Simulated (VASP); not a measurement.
Sn3Te:

```xyz
4
Lattice="4.8656 0.0000 0.0000 0.0000 4.8656 0.0000 0.0000 0.0000 4.8656" Properties=species:S:1:pos:R:3 pbc="T T T"
Sn    2.4328    2.4328    0.0000
Sn    2.4328    0.0000    2.4328
Sn    0.0000    2.4328    2.4328
Te    0.0000    0.0000    0.0000
```

- Program: VASP 6.6.1
- Task: relaxation of volume and atoms at fixed shape
- Functional: PBEsol
- Potentials or basis: VASP PAW PBE potentials, release 64 (Sn_d, Te)
- Cutoff: 600 eV
- k mesh: 2 × 2 × 2
- Occupations: gaussian, width 0.1 eV
- Spin: no spin polarisation

At the start: pressure -3.7 GPa; volume 28.80 Å³/atom.

Task: How do energy, volume and symmetry change on relaxing?

Result: Over 3 steps the energy falls by 24.1 meV/atom and the volume is 26.83 Å³/atom (-6.8 %); space group Pm-3m (No. 221, to 0.05 Å).

The path:
```csv
step,energy change (eV),largest force (eV/Å),pressure (GPa),volume (Å³)
1,0.0000,0.0000,-3.67,115.19
2,-0.0819,0.0000,1.69,104.53
3,-0.0963,0.0000,-0.01,107.31
```

Final structure:
```cif
data_structure
_symmetry_space_group_name_H-M 'P 1'
_symmetry_Int_Tables_number 1
_cell_length_a 4.7520
_cell_length_b 4.7520
_cell_length_c 4.7520
_cell_angle_alpha 90.000
_cell_angle_beta 90.000
_cell_angle_gamma 90.000
_cell_volume 107.31
loop_
_atom_site_label
_atom_site_type_symbol
_atom_site_fract_x
_atom_site_fract_y
_atom_site_fract_z
_atom_site_occupancy
Sn1 Sn 0.50000 0.50000 0.00000 1
Sn2 Sn 0.50000 0.00000 0.50000 1
Sn3 Sn 0.00000 0.50000 0.50000 1
Te1 Te 0.00000 0.00000 0.00000 1
```

Caveat: the k points lie up to 0.66 Å⁻¹ apart in the final cell; the PAW data sets were made with another functional, which shifts forces and pressure a little.
